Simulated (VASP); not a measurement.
Set up this calculation in VASP 6.6.1, as the native input.

```
Task                   : relaxation of cell and atoms
Functional             : PBE
Potentials or basis    : VASP PAW PBE potentials, release 64 (Na_pv, H, Mo_sv)
Cutoff                 : 600 eV
k mesh                 : 6 × 6 × 2
Occupations            : gaussian, width 0.1 eV
Spin                   : no spin polarisation
Dipole correction      : no
Further INCAR settings : ALGO = Normal; EDIFF = 1e-06; IBRION = 2; EDIFFG = -0.04; NSW = 90; ISIF = 3
```

The structure of Na2MoH6 lies in POSCAR:

```
Na2MoH6
1.0
    3.4358624860      0.0000000000      0.0000000000
    0.0000000000      3.4358624860      0.0000000000
    0.0000000000      0.0000000000      8.6059739960
Na H Mo
2 6 1
Direct
    0.5000000000      0.5000000000      0.2983213025
    0.5000000000      0.5000000000      0.7016786975
    0.5000000000      0.0000000000      0.0000000000
    0.5000000000      0.0000000000      0.5000000000
    0.0000000000      0.5000000000      0.0000000000
    0.0000000000      0.5000000000      0.5000000000
    0.0000000000      0.0000000000      0.2126984802
    0.0000000000      0.0000000000      0.7873015198
    0.0000000000      0.0000000000      0.0000000000
```

This cell differs from its parent crystal: atoms taken out.

These files were run (other wordings do the same):

INCAR

```
SYSTEM = Na2MoH6
PREC     = Accurate       ! precision mode
ENCUT    = 600            ! plane-wave cutoff, eV
EDIFF    = 1E-6           ! SCF threshold, eV
ISMEAR   = 0              ! smearing method
SIGMA    = 0.1            ! smearing width, eV
LREAL    = .False.        ! projectors in reciprocal space
LASPH    = .True.         ! aspherical terms in the spheres
NELM     = 100            ! most SCF steps
ALGO     = Normal         ! electronic algorithm
ISIF     = 3              ! what is computed and relaxed
LWAVE    = .False.        ! write WAVECAR
LCHARG   = .False.        ! write CHGCAR
GGA      = PE             ! functional
IBRION   = 2              ! ionic algorithm
NSW      = 90             ! ionic steps
EDIFFG   = -0.04          ! ionic threshold
```

KPOINTS

```
regular mesh
0
Gamma
  6 6 2
  0 0 0
```

Potentials or basis: VASP PAW PBE potentials, release 64 (Na_pv, H, Mo_sv).

Run with:

```sh
$ cat potpaw_PBE.64/Na_pv/POTCAR potpaw_PBE.64/H/POTCAR potpaw_PBE.64/Mo_sv/POTCAR > POTCAR
$ mpirun -np 1 vasp_std > vasp.out
```

It gave:

- Relaxed volume: 11.26 Å³/atom
- Relaxed cell: a = 3.433 Å, b = 3.433 Å, c = 8.603 Å, α = 90.00°, β = 90.00°, γ = 90.00°
- Space group after relaxing (to 0.1 Å): P4/mmm (No. 123)
- Energy gained by relaxing: 0.1 meV/atom
- Ionic steps: 2
- Pressure after relaxing: -0.2 GPa
- Largest force after relaxing: 0.030 eV/Å
- Band gap on the k mesh: zero (bands 17 and 18 overlap by 1.52 eV)

Caveat: the k points lie up to 0.37 Å⁻¹ apart in the final cell, too coarse for converged energies and pressures of a metal; the cell differs from its parent crystal (atoms taken out).

It took 38 s on 1 thread of AMD EPYC 9R45 96-Core Processor (Zen 5), on a shared host, peak memory 0.22 GiB.
